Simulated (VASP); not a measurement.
**Pb: single point with LDA**

Crystal: Pb.

```
Pb
1.0
    -1.62900    1.62900    1.62900
     1.62900   -1.62900    1.62900
     1.62900    1.62900   -1.62900
Pb
1
Direct
  0.00000 0.00000 0.00000
```

This cell differs from its parent crystal: volume scaled by 0.6.

- Program: VASP 6.6.1
- Task: single point
- Functional: LDA
- Potentials or basis: VASP PAW LDA potentials, release 64 (Pb_d)
- Cutoff: 520 eV
- k mesh: 14 × 14 × 14
- Occupations: fermi-dirac, width 0.05 eV
- Spin: no spin polarisation

The pressure is 95.2 GPa and the band gap on the k mesh is zero (band 7 reaches 26.66 eV, above the bottom of band 8 at 11.86 eV).

Levels at points of the mesh, in eV from the Fermi level:
| k point | band 4 | band 5 | band 6 | band 7 | band 8 | band 9 | band 10 | band 11 |
| --- | --- | --- | --- | --- | --- | --- | --- | --- |
| (0.00, 0.00, 0.00) | -17.74 | -17.74 | -17.43 | 10.86 | 10.86 | 10.86 | 13.93 | 13.93 |
| (0.50, 0.00, 0.00) | -17.72 | -17.05 | -8.33 | -7.85 | 5.20 | 5.79 | 11.89 | 12.40 |
| (0.50, 0.50, 0.50) | -17.22 | -17.22 | -1.85 | -1.60 | -1.60 | -1.60 | 5.74 | 5.74 |

Wall time 29 s on 1 thread of AMD EPYC 7R43 64-Core Processor (Zen 3) (shared host), peak memory 0.11 GiB.

Caveat: spin-orbit coupling is left out, which moves the levels of the heavy elements.
